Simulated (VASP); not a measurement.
Set up this calculation in VASP 6.6.1, as the native input.

| Item | Value |
| --- | --- |
| Task | single point |
| Functional | PBE-based screened hybrid with 15 % exact exchange |
| Potentials or basis | VASP PAW PBE potentials, release 64 (C) |
| Cutoff | 520 eV |
| k mesh | 5 × 5 × 5 |
| Occupations | fermi-dirac, width 0.05 eV |
| Spin | no spin polarisation |
| Dipole correction | no |
| Grid for exact exchange (PRECFOCK) | Normal |
| Share of exact exchange | 0.15 |
| Further INCAR settings | ALGO = Normal; EDIFF = 1e-06; NBANDS = 13 |
| Screening parameter | 0.2 1/Å |

Crystal: C.

```
C
1.0
     2.61972    0.00000    0.00000
     0.00000    2.61972    0.00000
     0.00000    0.00000    2.61972
C
3
Direct
  0.00000 0.50000 0.50000
  0.50000 0.00000 0.50000
  0.50000 0.50000 0.00000
```

One way to write it, as run:

POSCAR

```
C
1.0
    2.6197200000      0.0000000000      0.0000000000
    0.0000000000      2.6197200000      0.0000000000
    0.0000000000      0.0000000000      2.6197200000
C
3
Direct
    0.0000000000      0.5000000000      0.5000000000
    0.5000000000      0.0000000000      0.5000000000
    0.5000000000      0.5000000000      0.0000000000
```

INCAR.step1

```
SYSTEM = C
PREC = Accurate ; ENCUT = 520
EDIFF = 1E-5 ; ISMEAR = -1
SIGMA = 0.05 ; LREAL = .False.
LASPH = .True. ; NELM = 100
ALGO = Normal ; ISIF = 2
LWAVE = .True. ; LCHARG = .False.
GGA = PE ; NBANDS = 13
```

INCAR.step2

```
SYSTEM = C
PREC = Accurate ; ENCUT = 520
EDIFF = 1E-6 ; ISMEAR = -1
SIGMA = 0.05 ; LREAL = .False.
LASPH = .True. ; NELM = 100
ALGO = Normal ; ISIF = 2
LWAVE = .False. ; LCHARG = .False.
GGA = PE ; LHFCALC = .True.
AEXX = 0.15 ; HFSCREEN = 0.2
PRECFOCK = Normal ; ISTART = 1
NBANDS = 13
```

KPOINTS

```
regular mesh
0
Gamma
  5 5 5
  0 0 0
```

Potentials or basis: VASP PAW PBE potentials, release 64 (C).

Launch:

```sh
$ cat potpaw_PBE.64/C/POTCAR > POTCAR
$ cp INCAR.step1 INCAR
$ mpirun -np 1 vasp_std > vasp.out
$ cp INCAR.step2 INCAR
$ mpirun -np 1 vasp_std > vasp.out
```

Results of the run:

* Pressure: 1.4 GPa
* Band gap on the k mesh: zero (bands 6 and 7 overlap by 6.79 eV)

Caveat: the k points lie up to 0.48 Å⁻¹ apart, too coarse for converged energies and pressures of a metal; the PAW data sets were made with another functional, which shifts forces and pressure a little.

Run time: 94 s on 1 thread of Intel(R) Xeon(R) Platinum 8259CL CPU @ 2.50GHz (Skylake/Cascade Lake), with other jobs on the host, peak memory 0.21 GiB.
